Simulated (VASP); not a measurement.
# Fe (Im-3m) in VASP: further runs, part 2 of 3

VASP 6.6.1. Earlier steps stand in the parts before.

**3. Single point, revPBE, collinear spin, antiferromagnetic start**

This run uses another cell than the first one: it holds 2 atoms, not 1.

File INCAR:

```
ALGO     = Normal         # electronic algorithm
EDIFF    = 1E-6           # SCF threshold, eV
ENCUT    = 520            # plane-wave cutoff, eV
GGA      = RE             # functional
ISIF     = 2              # what is computed and relaxed
ISMEAR   = -1             # smearing method
ISPIN    = 2              # spin polarisation
LASPH    = T              # aspherical terms in the spheres
LCHARG   = T              # write CHGCAR
LELF     = T              # ELF
LMAXMIX  = 4              # l up to which the mixer works
LORBIT   = 11             # projections on sites
LREAL    = F              # projectors in reciprocal space
LVHAR    = T            
LWAVE    = F              # write WAVECAR
MAGMOM   = 2.5 -2.5       # initial moments
NBANDS   = 19             # bands
NELM     = 150            # most SCF steps
PREC     = Accurate       # precision mode
SIGMA    = 0.05           # smearing width, eV
```

File KPOINTS:

```
k-points
0
Gamma
  11 11 11
```

File POSCAR:

```
Fe
1.0
    2.8199927237      0.0000000000      0.0000000000
    0.0000000000      2.8199927237      0.0000000000
    0.0000000000      0.0000000000      2.8199927237
Fe
2
Direct
    0.0000000000      0.0000000000      0.0000000000
    0.5000000000      0.5000000000      0.5000000000
```

Potentials or basis: VASP PAW PBE potentials, release 64 (Fe).

On the command line:

```console
$ cat potpaw_PBE.64/Fe/POTCAR > POTCAR
$ mpirun -np 1 vasp_std > vasp.out
```

OUTCAR:

```text
EDIFF = 1E-6
   ENCUT = 520
   GGA = RE
   ISIF = 2
   ISMEAR = -1
   ISPIN = 2
   LASPH = T
   LORBIT = 11
   LREAL = F
   NELM = 150
   PREC = Accurate

 ion  position               nearest neighbor table
   1  0.000  0.000  0.000-   2 2.44   2 2.44   2 2.44   2 2.44   2 2.44   2 2.44   2 2.44   2 2.44

   2  0.500  0.500  0.500-   1 2.44   1 2.44   1 2.44   1 2.44   1 2.44   1 2.44   1 2.44   1 2.44

  LATTYP: Found a simple cubic cell.
 ALAT       =     2.8199927237

  Lattice vectors:

 A1 = (   2.8199927237,   0.0000000000,   0.0000000000)
 A2 = (   0.0000000000,   2.8199927237,   0.0000000000)
 A3 = (   0.0000000000,   0.0000000000,   2.8199927237)

Analysis of symmetry for initial positions (statically):
=====================================================================
 Subroutine PRICEL returns following result:

  LATTYP: Found a body centered cubic cell.
 ALAT       =     2.8199927237
[... 12 lines left out ...]
 Subroutine GETGRP returns: Found 48 space group operations
 (whereof 48 operations were pure point group operations)
 out of a pool of 48 trial point group operations.

The static configuration has the point symmetry O_h .

Analysis of symmetry for dynamics (positions and initial velocities):
=====================================================================
 Subroutine PRICEL returns following result:

  LATTYP: Found a body centered cubic cell.
 ALAT       =     2.8199927237
[... 12 lines left out ...]
 Subroutine GETGRP returns: Found 48 space group operations
 (whereof 48 operations were pure point group operations)
 out of a pool of 48 trial point group operations.

The dynamic configuration has the point symmetry O_h .

Analysis of structural, dynamic, and magnetic symmetry:
=====================================================================
 Subroutine PRICEL returns following result:

  LATTYP: Found a body centered cubic cell.
 ALAT       =     2.8199927237
[... 12 lines left out ...]
 Subroutine GETGRP returns: Found 48 space group operations
 (whereof 48 operations were pure point group operations)
 out of a pool of 48 trial point group operations.

The overall configuration has the point symmetry O_h .

 Subroutine INISYM returns: Found 48 space group operations
 (whereof 48 operations are pure point group operations),
 and found     2 'primitive' translations

----------------------------------------------------------------------------------------

                                     Primitive cell

  volume of cell :      11.2128

  direct lattice vectors                    reciprocal lattice vectors
     1.409996362  1.409996362 -1.409996362     0.354610844  0.354610844  0.000000000
    -1.409996362  1.409996362  1.409996362     0.000000000  0.354610844  0.354610844
     1.409996362 -1.409996362  1.409996362     0.354610844  0.000000000  0.354610844

  length of vectors
     2.442185337  2.442185337  2.442185337     0.501495465  0.501495465  0.501495465

  position of ions in fractional coordinates (direct lattice)
     0.000000000  0.000000000  0.000000000

  ion indices of the primitive-cell ions
   primitive index   ion index
                 1           1

----------------------------------------------------------------------------------------
[... 58 lines left out ...]
   NGX,Y,Z   is equivalent  to a cutoff of  14.15, 14.15, 14.15 a.u.
   NGXF,Y,Z  is equivalent  to a cutoff of  28.30, 28.30, 28.30 a.u.
 SYSTEM =  unknown system
   PREC   = accura    normal or accurate (medium, high low for compatibility)
   ISTART =      0    job   : 0-new  1-cont  2-samecut
   ICHARG =      2    charge: 1-file 2-atom 10-const
   ISPIN  =      2    spin polarized calculation?
   LNONCOLLINEAR =      F non collinear calculations
   LSORBIT =      F    spin-orbit coupling
   LASPH  =      T    aspherical Exc in radial PAW
   ENCUT  =  520.0 eV  38.22 Ry    6.18 a.u.   5.24  5.24  5.24*2*pi/ulx,y,z
   NELM   =    150;   NELMIN=  2; NELMDL= -5     # of ELM steps
   EDIFF  = 0.1E-05   stopping-criterion for ELM
   LREAL  =      F    real-space projection
   EDIFFG = 0.1E-04   stopping-criterion for IOM
   NSW    =      0    number of steps for IOM
   IBRION =     -1    ionic relax: 0-MD 1-quasi-New 2-CG
   NFREE  =      0    steps in history (QN), initial steepest desc. (CG)
   ISIF   =      2    stress and relaxation
   ISYM   =      2    0-nonsym 1-usesym 2-fastsym
   POTIM  = 0.5000    time-step for ionic-motion
   TEBEG  =    0.0;   TEEND  =   0.0 temperature during run
   PSTRESS=    0.0 pullay stress
   NELECT =      16.0000    total number of electrons
   NUPDOWN=      -1.0000    fix difference up-down
   EMIN   =  10.00;   EMAX   =-10.00  energy-range for DOS
   EFERMI =   0.00;   METHOD = LEGACY
   ISMEAR =    -1;   SIGMA  =   0.05  broadening in eV -4-tet -1-fermi 0-gaus
   EFERMI_NEDOS =   21; number of points for ismear=-14 and -15
   IALGO  =     38    algorithm
   IMIX   =      4    mixing-type and parameters
     AMIX     =   0.40;   BMIX     =  1.00
     AMIX_MAG =   1.60;   BMIX_MAG =  1.00
  volume/ion in A,a.u.               =      11.21        75.67
  Fermi-wavevector in a.u.,A,eV,Ry     =   1.462851  2.764388 29.115567  2.139934
  Thomas-Fermi vector in A             =   2.579016
   LORBIT       =     11    0 simple, 1 ext, 2 COOP (PROOUT), +10 PAW based schemes
   GGA     = RE    functional components
   LHFCALC =     F    Hartree Fock is set to
   AEXX    =    0.0000 exact exchange contribution
   IVDW    =     0    specifies the selected vdW correction
   LEPSILON=     F    determine dielectric tensor
   LRPA    =     F    only Hartree local field effects (RPA)
 spin polarized calculation
  energy-cutoff  :      520.00
  volume of cell :       22.43
 maximum number of plane-waves:       621
 NGX is ok and might be reduce to    24

 number of electron      16.0000015 magnetization      -0.0000000

 number of electron      16.0000015 magnetization       0.0000000

 Free energy of the ion-electron system (eV)
  ---------------------------------------------------
  ext. energy  EPLUGINS =         0.00000000
  ---------------------------------------------------
  free energy    TOTEN  =       -14.80341217 eV

  energy without entropy =      -14.76108648  energy(sigma->0) =      -14.78224933

 E-fermi :   6.2692     XC(G=0): -13.1484

 val. band max:        6.2686152787   @ k =   0.0909   0.0909   0.0000
 cond. band min:       6.2734770782   @ k =   0.2727   0.2727   0.0000
 fundamental gap:      0.0048617994
 Fermi energy:         6.2691927590

 spin component 1

 k-point     1 :       0.0000    0.0000    0.0000
  band No.  band energies     occupation
      1      -2.3817      1.00000
      2       1.8247      1.00000
      3       1.8247      1.00000
      4       4.4506      1.00000
      5       4.4507      1.00000
      6       4.4507      1.00000
[... 517 lines left out ...]
     18      26.6297      0.00000
     19      30.4600      0.00000

 [... further k-points ...]

 spin component 2

 k-point     1 :       0.0000    0.0000    0.0000
  band No.  band energies     occupation
      1      -2.3817      1.00000
      2       1.8247      1.00000
      3       1.8247      1.00000
      4       4.4506      1.00000
      5       4.4507      1.00000
      6       4.4507      1.00000
[... 517 lines left out ...]
     18      26.6297      0.00000
     19      30.4600      0.00000

 [... further k-points ...]
[... 5 lines left out ...]
  --------------------------------------------------------------------------------------
  -------------------------------------------------------------------------------------
  Total       -0.0136434     -0.0136434     -0.0136434     -0.0000000     -0.0000000      0.0000000
  in kB       -0.9747421     -0.9747421     -0.9747421     -0.0000000     -0.0000000      0.0000000
  external PRESSURE =      -0.9747421 kB  Pullay stress =       0.0000000 kB

 VOLUME and BASIS-vectors are now :
 -----------------------------------------------------------------------------
  energy-cutoff  :      520.00
  volume of cell :       22.43
      direct lattice vectors                 reciprocal lattice vectors
     2.819992724  0.000000000  0.000000000     0.354610844  0.000000000  0.000000000
     0.000000000  2.819992724  0.000000000     0.000000000  0.354610844  0.000000000
     0.000000000  0.000000000  2.819992724     0.000000000  0.000000000  0.354610844

 POSITION                                       TOTAL-FORCE (eV/Angst)
 -----------------------------------------------------------------------------------
      0.00000      0.00000      0.00000         0.000000      0.000000      0.000000
      1.41000      1.41000      1.41000        -0.000000     -0.000000     -0.000000
 -----------------------------------------------------------------------------------
    total drift:                                0.000000      0.000000     -0.000000

  FREE ENERGIE OF THE ION-ELECTRON SYSTEM (eV)
  ---------------------------------------------------
  free  energy   TOTEN  =       -14.8034121681 eV

  energy  without entropy=      -14.7610864821  energy(sigma->0) =      -14.78224933

 total charge

# of ion       s       p       d       tot
------------------------------------------
    1        0.494   0.548   6.249   7.291
    2        0.494   0.548   6.249   7.291
--------------------------------------------------
tot          0.987   1.097  12.498  14.582

 magnetization (x)

# of ion       s       p       d       tot
------------------------------------------
    1        0.018   0.025   1.429   1.472
    2       -0.018  -0.025  -1.429  -1.472
--------------------------------------------------
tot          0.000   0.000   0.000   0.000
```

Wall time 18 s (1 thread of Intel Xeon 6975P-C (Granite Rapids), shared host); peak memory 0.16 GiB.

What came out:

- Free energy: -14.8034 eV
- Pressure: -0.1 GPa
- Band gap on the k mesh: zero (filled and empty bands overlap)
- Net moment: 0.00 μB per cell
- Site moments: Fe +1.47, -1.47 μB
- Valence electrons inside the program's atomic spheres: Fe 7.29

Caveat: the PAW data sets were made with another functional, which shifts forces and pressure a little.

**4. Relaxation of cell and atoms, revPBE, collinear spin, antiferromagnetic start**

This run uses another cell than the first one: it holds 2 atoms, not 1.

File INCAR:

```
SYSTEM = Fe
ALGO = Normal
EDIFF = 1E-7
EDIFFG = -0.01
ENCUT = 600
GGA = RE
IBRION = 2
ISIF = 3
ISMEAR = -1
ISPIN = 2
LASPH = .True.
LCHARG = .False.
LMAXMIX = 4
LORBIT = 11
LREAL = .False.
LWAVE = .False.
MAGMOM = 2.5 -2.5
NELM = 150
NSW = 80
PREC = Accurate
SIGMA = 0.05
```

File KPOINTS:

```
k-points
0
Gamma
  11 11 11
  0 0 0
```

File POSCAR:

```
Fe
1.0
    2.8665000000      0.0000000000      0.0000000000
    0.0000000000      2.8665000000      0.0000000000
    0.0000000000      0.0000000000      2.8665000000
Fe
2
Direct
    0.0000000000      0.0000000000      0.0000000000
    0.5000000000      0.5000000000      0.5000000000
```

On the command line:

```console
$ cat potpaw_PBE.64/Fe/POTCAR > POTCAR
$ mpirun -np 1 vasp_std > vasp.out
```

It took 34 s on 1 thread of Intel Xeon 6975P-C (Granite Rapids), shared host; peak memory 0.16 GiB.

It converged, with:

```yaml
Free_energy: -14.8029 eV
Relaxed_volume: 11.20 Å³/atom
Relaxed_cell: a = 2.819 Å, b = 2.819 Å, c = 2.819 Å, α = 90.00°, β = 90.00°, γ = 90.00°
Space_group_after_relaxing_to_0.05_Å: Im-3m (No. 229)
Energy_gained_by_relaxing: 11.2 meV/atom
Ionic_steps: 3
Pressure_after_relaxing: 0.0 GPa
Band_gap_on_the_k_mesh: zero (filled and empty bands overlap)
Net_moment: 0.00 μB per cell
Site_moments: Fe +1.46, -1.46 μB
Valence_electrons_inside_the_program's_atomic_spheres: Fe 7.29
```

The path:
```
step  energy change (eV)  largest force (eV/Å)  pressure (GPa)  volume (Å³)
   1              0.0000                0.0000           -5.63        23.55
   2             -0.0213                0.0000            1.48        22.17
   3             -0.0223                0.0000            0.03        22.39
```

Final structure:
```xyz
2
Lattice="2.8186 0.0000 0.0000 0.0000 2.8186 0.0000 0.0000 0.0000 2.8186" Properties=species:S:1:pos:R:3 pbc="T T T"
Fe    0.0000    0.0000    0.0000
Fe    1.4093    1.4093    1.4093
```

Levels at points of the mesh, in eV from the Fermi level:
Spin up:
```tsv
k point	band 4	band 5	band 6	band 7	band 8	band 9	band 10	band 11	band 12
(0.00, 0.00, 0.00)	-1.82	-1.82	-1.82	0.09	0.09	1.02	1.02	1.02	9.96
```
Spin down:
```csv
k point,band 6,band 7,band 8,band 9,band 10,band 11
"(0.00, 0.00, 0.00)",-1.82,0.09,0.09,1.02,1.02,1.02
```

Caveat: the PAW data sets were made with another functional, which shifts forces and pressure a little.

(Continued in part 3 of 3.)
